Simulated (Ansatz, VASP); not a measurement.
# Co3Ru2 in VASP and in Ansatz

```xyz
10
Lattice="2.6311 0.0000 0.0000 -1.3155 2.2786 0.0000 0.0000 0.0000 20.4053" Properties=species:S:1:pos:R:3 pbc="T T T"
Co    0.0000    1.5191   16.5152
Co    0.0000    1.5191    0.0000
Co    0.0000    1.5191    3.8902
Co    1.3155    0.7595   18.4576
Co    1.3155    0.7595    1.9477
Co    1.3155    0.7595   10.2027
Ru    0.0000    1.5191    8.1285
Ru    0.0000    1.5191   12.2769
Ru    1.3155    0.7595    5.9753
Ru    1.3155    0.7595   14.4301
```

Alike in both runs: functional PBE; k mesh 6 × 6 × 1; occupations gaussian, width 0.1 eV; collinear spin.

Ansatz relaxed the structure, and its values are those at the end. VASP's run is a single point on that final structure, the one shown.

|  | VASP | Ansatz |
| --- | --- | --- |
| version | VASP 6.6.1 | Ansatz 0.2.0 |
| potentials or method | VASP PAW PBE potentials, release 64 (Co, Ru_pv), cutoff 520 eV | scalar-relativistic, plane waves, PAW |
| valence electrons in the cell | 110 | 166 |

```tsv
	VASP	Ansatz	Ansatz less VASP
gap on the k mesh at the Fermi level (eV)	none	none	-
pressure (GPa)	-0.2	0.1	+0.33
rms of the force components (eV/Å)	0.005	0.002	-0.0031
net moment per atom (μB)	0.88	0.88	+0.002
size of the moment on the site where the two differ most (μB)	1.65	1.71	+0.058
```

Site moments also hang on the region over which each program counts them. A gap of «none» marks a metal or a gap that the smearing closes. With one functional, cell and mesh, what is left measures potentials, basis and numerics. VASP's potentials hold 110 valence electrons a cell and Ansatz's 166, so a difference there can come from the potentials and not from the codes.

The k mesh is coarse, so the values compare programs but aren't converged.
